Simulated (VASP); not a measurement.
# Ba (Immm) in VASP: notebook

The runs below take Ba through single point, with PBE.

Everything below comes from runs of VASP 6.6.1. Logs are shortened: lines on timing, memory, paths and dates and some standing lists are left out, and cuts for length are marked.

**1. The cell of the first run**

The structure is orthorhombic, space group Immm (No. 71). Conventional cell: a = 4.526 Å, b = 4.617 Å, c = 6.465 Å, α = 90.00°, β = 90.00°, γ = 90.00°.

**2. Single point, PBE (strain -0.0200 x Voigt [0, 0, 0, 1, 0, 0])**

INCAR reads:

```
SYSTEM = Ba
  ALGO = Fast
  EDIFF = 1E-7
  ENCUT = 520
  GGA = PE
  ISIF = 2
  ISMEAR = 0
  LASPH = .TRUE.
  LCHARG = .FALSE.
  LREAL = .FALSE.
  LWAVE = .FALSE.
  NBANDS = 11
  NELM = 60
  PREC = Accurate
  SIGMA = 0.15
```

KPOINTS reads:

```
k-points
0
G
  14 14 14
  0 0 0
```

POSCAR reads:

```
Ba
1.0
    0.0000000000      3.2003383528      3.2003383528
    3.2326650028     -0.0323266500      3.2326650028
    3.2326650028      3.2326650028     -0.0323266500
Ba
1
Direct
    0.0000000000      0.0000000000      0.0000000000
```

Potentials or basis: VASP PAW PBE potentials, release 64 (Ba_sv).

Run with:

```
> cat potpaw_PBE.64/Ba_sv/POTCAR > POTCAR
> mpirun -np 1 vasp_std > vasp.out
```

OUTCAR:

```text
SYSTEM = Ba
   EDIFF = 1E-7
   ENCUT = 520
   GGA = PE
   ISIF = 2
   ISMEAR = 0
   LASPH = .TRUE.
   LREAL = .FALSE.
   NELM = 60
   PREC = Accurate

 ion  position               nearest neighbor table
   1  0.000  0.000  0.000-

  LATTYP: Found a body centered orthorhombic cell.
 ALAT       =     4.5259619027
 B/A-ratio  =     1.0202020202
 C/A-ratio  =     1.4284985478

  Lattice vectors:

 A1 = (  -3.2326650028,   0.0323266500,  -3.2326650028)
 A2 = (  -3.2326650028,  -0.0323266500,   3.2326650028)
 A3 = (   3.2326650028,   3.2326650028,  -0.0323266500)

Analysis of symmetry for initial positions (statically):
=====================================================================
 Subroutine PRICEL returns:
 Original cell was already a primitive cell.

 Routine SETGRP: Setting up the symmetry group for a
 body centered orthorhombic supercell.

 Subroutine GETGRP returns: Found  8 space group operations
 (whereof  8 operations were pure point group operations)
 out of a pool of  8 trial point group operations.

The static configuration has the point symmetry D_2h.

Analysis of symmetry for dynamics (positions and initial velocities):
=====================================================================
 Subroutine PRICEL returns:
 Original cell was already a primitive cell.

 Routine SETGRP: Setting up the symmetry group for a
 body centered orthorhombic supercell.

 Subroutine GETGRP returns: Found  8 space group operations
 (whereof  8 operations were pure point group operations)
 out of a pool of  8 trial point group operations.

The dynamic configuration has the point symmetry D_2h.

 Subroutine INISYM returns: Found  8 space group operations
 (whereof  8 operations are pure point group operations),
 and found     1 'primitive' translations

----------------------------------------------------------------------------------------

                                     Primitive cell

  volume of cell :      67.5567

  direct lattice vectors                    reciprocal lattice vectors
     0.000000000  3.200338353  3.200338353    -0.154671146  0.156233481  0.156233481
     3.232665003 -0.032326650  3.232665003     0.154671146 -0.153139748  0.153139748
     3.232665003  3.232665003 -0.032326650     0.154671146  0.153139748 -0.153139748

  length of vectors
     4.525961903  4.571792980  4.571792980     0.269705329  0.266132915  0.266132915

  position of ions in fractional coordinates (direct lattice)
     0.000000000  0.000000000  0.000000000

  ion indices of the primitive-cell ions
   primitive index   ion index
                 1           1

----------------------------------------------------------------------------------------

 KPOINTS: k-points

Automatic generation of k-mesh.
 Grid dimensions read from file:
 generate k-points for:   14   14   14

 Generating k-lattice:

  Cartesian coordinates                     Fractional coordinates (reciprocal lattice)
    -0.011047939  0.011159534  0.011159534     0.071428571  0.000000000  0.000000000
     0.011047939 -0.010938553  0.010938553     0.000000000  0.071428571 -0.000000000
     0.011047939  0.010938553 -0.010938553     0.000000000 -0.000000000  0.071428571

  Length of vectors
     0.019264666  0.019009494  0.019009494

  Shift w.r.t. Gamma in fractional coordinates (k-lattice)
     0.000000000  0.000000000  0.000000000

 Subroutine IBZKPT returns following result:
 ===========================================

 Found    428 irreducible k-points:

 Following reciprocal coordinates:
            Coordinates               Weight
  0.000000  0.000000  0.000000      1.000000
  0.071429  0.000000 -0.000000      4.000000
  0.142857  0.000000 -0.000000      4.000000
  0.214286 -0.000000 -0.000000      4.000000
  0.285714  0.000000  0.000000      4.000000
  0.357143 -0.000000 -0.000000      4.000000
[... 16 lines left out ...]
  0.000000  0.142857  0.000000      4.000000
  0.071429  0.142857  0.000000      8.000000
 [... further k-points ...]
   k-points           NKPTS =    428   k-points in BZ     NKDIM =    428   number of bands    NBANDS=     11
   number of dos      NEDOS =    301   number of ions     NIONS =      1
   total plane-waves  NPLWV =  46656
   dimension x,y,z NGX =    36 NGY =   36 NGZ =   36
   dimension x,y,z NGXF=    72 NGYF=   72 NGZF=   72
   ions per type =               1
   NGX,Y,Z   is equivalent  to a cutoff of  13.22, 13.09, 13.09 a.u.
   NGXF,Y,Z  is equivalent  to a cutoff of  26.45, 26.18, 26.18 a.u.
 SYSTEM =  Ba
   PREC   = accura    normal or accurate (medium, high low for compatibility)
   ISTART =      0    job   : 0-new  1-cont  2-samecut
   ICHARG =      2    charge: 1-file 2-atom 10-const
   ISPIN  =      1    spin polarized calculation?
   LNONCOLLINEAR =      F non collinear calculations
   LSORBIT =      F    spin-orbit coupling
   LASPH  =      T    aspherical Exc in radial PAW
   ENCUT  =  520.0 eV  38.22 Ry    6.18 a.u.   8.42  8.50  8.50*2*pi/ulx,y,z
   NELM   =     60;   NELMIN=  2; NELMDL= -5     # of ELM steps
   EDIFF  = 0.1E-06   stopping-criterion for ELM
   LREAL  =      F    real-space projection
   EDIFFG = 0.1E-05   stopping-criterion for IOM
   NSW    =      0    number of steps for IOM
   IBRION =     -1    ionic relax: 0-MD 1-quasi-New 2-CG
   NFREE  =      0    steps in history (QN), initial steepest desc. (CG)
   ISIF   =      2    stress and relaxation
   ISYM   =      2    0-nonsym 1-usesym 2-fastsym
   POTIM  = 0.5000    time-step for ionic-motion
   TEBEG  =    0.0;   TEEND  =   0.0 temperature during run
   PSTRESS=    0.0 pullay stress
   NELECT =      10.0000    total number of electrons
   NUPDOWN=      -1.0000    fix difference up-down
   EMIN   =  10.00;   EMAX   =-10.00  energy-range for DOS
   EFERMI =   0.00;   METHOD = LEGACY
   ISMEAR =     0;   SIGMA  =   0.15  broadening in eV -4-tet -1-fermi 0-gaus
   EFERMI_NEDOS =   21; number of points for ismear=-14 and -15
   IALGO  =     68    algorithm
   IMIX   =      4    mixing-type and parameters
     AMIX     =   0.40;   BMIX     =  1.00
     AMIX_MAG =   1.60;   BMIX_MAG =  1.00
  volume/ion in A,a.u.               =      67.56       455.90
  Fermi-wavevector in a.u.,A,eV,Ry     =   0.866001  1.636505 10.203804  0.749958
  Thomas-Fermi vector in A             =   1.984327
   LORBIT       =      0    0 simple, 1 ext, 2 COOP (PROOUT), +10 PAW based schemes
   GGA     = PE    functional components
   LHFCALC =     F    Hartree Fock is set to
   AEXX    =    0.0000 exact exchange contribution
   IVDW    =     0    specifies the selected vdW correction
   LEPSILON=     F    determine dielectric tensor
   LRPA    =     F    only Hartree local field effects (RPA)
 non-spin polarized calculation
 RMM-DIIS sequential band-by-band and
 Gauss-broadening in eV      SIGMA  =   0.15
  energy-cutoff  :      520.00
  volume of cell :       67.56
 maximum number of plane-waves:      1842
 NGX is ok and might be reduce to    36
   NGX = 17   NGY = 17   NGZ = 17

 number of electron      10.0000000 magnetization

 Free energy of the ion-electron system (eV)
  ---------------------------------------------------
  ext. energy  EPLUGINS =         0.00000000
  ---------------------------------------------------
  free energy    TOTEN  =        -1.89592184 eV

  energy without entropy =       -1.87713031  energy(sigma->0) =       -1.88652607

 E-fermi :   1.4755     XC(G=0):  -7.1891

 val. band max:        1.4693746233   @ k =  -0.3571  -0.4286   0.0714
 cond. band min:       1.4794191585   @ k =  -0.1429   0.4286   0.4286
 fundamental gap:      0.0100445353
 Fermi energy:         1.4754804009

 k-point     1 :       0.0000    0.0000    0.0000
  band No.  band energies     occupation
      1     -27.5661      2.00000
      2     -12.5584      2.00000
      3     -12.5544      2.00000
      4     -12.5496      2.00000
      5      -1.2922      2.00000
      6       3.0804      0.00000
      7       3.1520      0.00000
      8       3.2350      0.00000
      9       4.6000      0.00000
     10       4.6004      0.00000
     11       7.2934      0.00000

 k-point     2 :       0.0714    0.0000   -0.0000
  band No.  band energies     occupation
      1     -27.5646      2.00000
      2     -12.5710      2.00000
      3     -12.5609      2.00000
      4     -12.5553      2.00000
      5      -1.2071      2.00000
      6       3.0877      0.00000
      7       3.1226      0.00000
      8       3.2337      0.00000
      9       4.5374      0.00000
     10       4.5410      0.00000
     11       7.5071      0.00000

 k-point     3 :       0.1429    0.0000   -0.0000
  band No.  band energies     occupation
      1     -27.5603      2.00000
      2     -12.6251      2.00000
      3     -12.5677      2.00000
      4     -12.5632      2.00000
      5      -0.9628      2.00000
      6       2.8321      0.00000
      7       3.2204      0.00000
      8       3.3348      0.00000
      9       4.4192      0.00000
     10       4.4292      0.00000
     11       7.9178      0.00000

 k-point     4 :       0.2143   -0.0000   -0.0000
  band No.  band energies     occupation
      1     -27.5542      2.00000
      2     -12.7019      2.00000
      3     -12.5775      2.00000
      4     -12.5741      2.00000
      5      -0.5937      2.00000
      6       2.5458      0.00000
      7       3.2749      0.00000
      8       3.3971      0.00000
      9       4.4179      0.00000
     10       4.4398      0.00000
     11       7.6134      0.00000

 k-point     5 :       0.2857    0.0000    0.0000
  band No.  band energies     occupation
      1     -27.5474      2.00000
      2     -12.7850      2.00000
      3     -12.5883      2.00000
      4     -12.5862      2.00000
      5      -0.1646      2.00000
      6       2.3316      0.00000
      7       3.2054      0.00000
      8       3.3255      0.00000
      9       4.6591      0.00000
     10       4.7036      0.00000
     11       7.1878      0.00000
[... 211 lines left out ...]
 k-point    21 :      -0.1429    0.0714   -0.0000
  band No.  band energies     occupation
      1     -27.5575      2.00000
      2     -12.6554      2.00000
      3     -12.5835      2.00000
      4     -12.5638      2.00000
      5      -0.7849      2.00000
      6       2.6598      0.00000
      7       3.2636      0.00000
      8       3.4160      0.00000
      9       4.1631      0.00000
     10       4.6138      0.00000
     11       8.0841      0.00000

 k-point    22 :      -0.0714    0.0714   -0.0000
  band No.  band energies     occupation
      1     -27.5623      2.00000
      2     -12.5999      2.00000
      3     -12.5679      2.00000
      4     -12.5570      2.00000
      5      -1.0722      2.00000
      6       2.8889      0.00000
      7       3.2095      0.00000
      8       3.3165      0.00000
      9       4.3542      0.00000
     10       4.5858      0.00000
     11       7.8167      0.00000

 k-point    23 :       0.0000    0.1429    0.0000
  band No.  band energies     occupation
      1     -27.5608      2.00000
      2     -12.6275      2.00000
      3     -12.5641      2.00000
      4     -12.5588      2.00000
      5      -0.9730      2.00000
      6       2.7614      0.00000
      7       3.2461      0.00000
      8       3.3655      0.00000
      9       4.4549      0.00000
     10       4.4653      0.00000
     11       7.9150      0.00000

 k-point    24 :       0.0714    0.1429    0.0000
  band No.  band energies     occupation
      1     -27.5611      2.00000
      2     -12.6129      2.00000
      3     -12.5691      2.00000
      4     -12.5628      2.00000
      5      -0.9957      2.00000
      6       2.7714      0.00000
      7       3.2797      0.00000
      8       3.3559      0.00000
      9       4.2216      0.00000
     10       4.6620      0.00000
     11       7.9777      0.00000

 [... further k-points ...]

------------------------ aborting loop because EDIFF is reached ----------------------------------------

  FORCE on cell =-STRESS in cart. coord.  units (eV):
  Direction    XX          YY          ZZ          XY          YZ          ZX
  --------------------------------------------------------------------------------------
  -------------------------------------------------------------------------------------
  Total       -0.1568322     -0.1527420     -0.1527420     -0.0000000      0.0726575     -0.0000000
  in kB       -3.7194357     -3.6224329     -3.6224329     -0.0000000      1.7231474     -0.0000000
  external PRESSURE =      -3.6547672 kB  Pullay stress =       0.0000000 kB

 VOLUME and BASIS-vectors are now :
 -----------------------------------------------------------------------------
  energy-cutoff  :      520.00
  volume of cell :       67.56
      direct lattice vectors                 reciprocal lattice vectors
     0.000000000  3.200338353  3.200338353    -0.154671146  0.156233481  0.156233481
     3.232665003 -0.032326650  3.232665003     0.154671146 -0.153139748  0.153139748
     3.232665003  3.232665003 -0.032326650     0.154671146  0.153139748 -0.153139748

 POSITION                                       TOTAL-FORCE (eV/Angst)
 -----------------------------------------------------------------------------------
      0.00000      0.00000      0.00000         0.000000     -0.000000      0.000000
 -----------------------------------------------------------------------------------
    total drift:                               -0.000000      0.000000      0.000000

  FREE ENERGIE OF THE ION-ELECTRON SYSTEM (eV)
  ---------------------------------------------------
  free  energy   TOTEN  =        -1.8959218422 eV

  energy  without entropy=       -1.8771303057  energy(sigma->0) =       -1.88652607
```

Wall time 2 min (1 thread of Intel Xeon 6975P-C (Granite Rapids), shared host); peak memory 0.45 GiB.

What came out:

```yaml
Free_energy: -1.8959 eV
Pressure: -0.4 GPa
Band_gap_on_the_k_mesh: zero (bands 5 and 6 overlap by 0.22 eV)
```

Stress tensor (GPa, compression positive):
```
-0.37  0.00  0.00
 0.00 -0.36  0.17
 0.00  0.17 -0.36
```

Caveat: the cell differs from its parent crystal (strain -0.0200 x Voigt [0, 0, 0, 1, 0, 0]); spin-orbit coupling is left out, which moves the levels of the heavy elements.

**3. Single point, PBE (strain +0.0150 x Voigt [0, 0, 0, 1, 0, 0])**

INCAR reads:

```
PREC = Accurate
ENCUT = 520
EDIFF = 1E-6
ISMEAR = 0
SIGMA = 0.15
LREAL = False
LASPH = True
NELM = 100
ALGO = Fast
ISIF = 2
LWAVE = False
LCHARG = False
GGA = PE
NBANDS = 11
```

KPOINTS reads:

```
Automatic mesh
0
Gamma
  14 14 14
```

POSCAR reads:

```
Ba
1.0
    0.0000000000      3.2569099903      3.2569099903
    3.2326650028      0.0242449875      3.2326650028
    3.2326650028      3.2326650028      0.0242449875
Ba
1
Direct
    0.0000000000      0.0000000000      0.0000000000
```

Potentials or basis: VASP PAW PBE potentials, release 64 (Ba_sv).

Run with:

```
> cat potpaw_PBE.64/Ba_sv/POTCAR > POTCAR
> mpirun -np 1 vasp_std > vasp.out
```

Run time: 1.8 min. Hardware: 1 thread of Intel Xeon 6975P-C (Granite Rapids), shared host; peak memory 0.44 GiB.

It converged, with:

```yaml
Free_energy: -1.8962 eV
Pressure: -0.4 GPa
Band_gap_on_the_k_mesh: zero (bands 5 and 6 overlap by 0.20 eV)
```

Stress tensor (GPa, compression positive):
```
-0.37  0.00  0.00
 0.00 -0.36 -0.13
 0.00 -0.13 -0.36
```

Levels at points of the mesh, in eV from the Fermi level:
```
           k point  band 3  band 4  band 5  band 6  band 7  band 8
(0.00, 0.00, 0.00)  -14.03  -14.03   -2.77    1.62    1.68    1.74
(0.50, 0.00, 0.00)  -14.08  -14.08   -0.96    0.83    1.52    1.61
(0.00, 0.50, 0.00)  -14.08  -14.08   -0.94    0.88    1.49    1.58
(0.50, 0.50, 0.00)  -14.16  -14.16   -0.76   -0.13    1.79    4.22
(0.00, 0.50, 0.50)  -14.17  -14.16   -0.76   -0.13    1.79    4.23
```

Caveat: the cell differs from its parent crystal (strain +0.0150 x Voigt [0, 0, 0, 1, 0, 0]); spin-orbit coupling is left out, which moves the levels of the heavy elements.

**4. Single point, PBE (strain -0.0100 x Voigt [0, 0, 0, 1, 0, 0])**

INCAR reads:

```
SYSTEM = Ba
  PREC = Accurate
  ENCUT = 520
  EDIFF = 1E-6
  ISMEAR = 0
  SIGMA = 0.15
  LREAL = .FALSE.
  LASPH = .TRUE.
  NELM = 80
  ALGO = Fast
  ISIF = 2
  LWAVE = .FALSE.
  LCHARG = .FALSE.
  GGA = PE
  NBANDS = 11
```

KPOINTS reads:

```
Automatic mesh
0
G
  14 14 14
  0 0 0
```

POSCAR reads:

```
Ba
1.0
    0.0000000000      3.2165016778      3.2165016778
    3.2326650028     -0.0161633250      3.2326650028
    3.2326650028      3.2326650028     -0.0161633250
Ba
1
Direct
    0.0000000000      0.0000000000      0.0000000000
```

Run with:

```
> cat potpaw_PBE.64/Ba_sv/POTCAR > POTCAR
> mpirun -np 1 vasp_std > vasp.out
```

It took 97 s on 1 thread of Intel Xeon 6975P-C (Granite Rapids), shared host; peak memory 0.45 GiB.

The run converged. Its results:

```
Free energy            : -1.8965 eV
Pressure               : -0.4 GPa
Band gap on the k mesh : zero (bands 5 and 6 overlap by 0.19 eV)
```

Stress tensor (GPa, compression positive):
```
-0.36  0.00  0.00
 0.00 -0.36  0.09
 0.00  0.09 -0.36
```

Levels at points of the mesh, in eV from the Fermi level:
| k point | band 3 | band 4 | band 5 | band 6 | band 7 | band 8 |
| --- | --- | --- | --- | --- | --- | --- |
| (0.00, 0.00, 0.00) | -14.03 | -14.03 | -2.77 | 1.64 | 1.68 | 1.72 |
| (0.50, 0.00, 0.00) | -14.08 | -14.08 | -0.94 | 0.87 | 1.51 | 1.57 |
| (0.00, 0.50, 0.00) | -14.08 | -14.08 | -0.96 | 0.83 | 1.53 | 1.59 |
| (0.50, 0.50, 0.00) | -14.16 | -14.16 | -0.76 | -0.13 | 1.79 | 4.23 |
| (0.00, 0.50, 0.50) | -14.17 | -14.16 | -0.76 | -0.13 | 1.79 | 4.23 |

Caveat: the cell differs from its parent crystal (strain -0.0100 x Voigt [0, 0, 0, 1, 0, 0]); spin-orbit coupling is left out, which moves the levels of the heavy elements.

**5. The runs side by side**

```tsv
cell	further INCAR settings	gap on the mesh (eV)	pressure (GPa)
a = 4.526, b = 4.572, c = 4.572 Å, angles 60.7, 60.3, 60.3°, 1 atom	ALGO = Fast; EDIFF = 1e-07; NBANDS = 11	none	-0.4
a = 4.606, b = 4.572, c = 4.572 Å, angles 59.5, 59.8, 59.8°, 1 atom	ALGO = Fast; EDIFF = 1e-06; NBANDS = 11	none	-0.4
a = 4.549, b = 4.572, c = 4.572 Å, angles 60.3, 60.2, 60.2°, 1 atom	ALGO = Fast; EDIFF = 1e-06; NBANDS = 11	none	-0.4
```

Alike in all rows: task single point; level PBE; potentials or basis VASP PAW PBE potentials, release 64 (Ba_sv); no spin polarisation; k mesh 14 × 14 × 14; cutoff (eV) 520; smearing gaussian 0.15 eV.

Caveats: spin-orbit coupling is left out, which moves the levels of the heavy elements.

Total energies depend on the potentials used, so only differences within one code and one set of settings carry meaning.
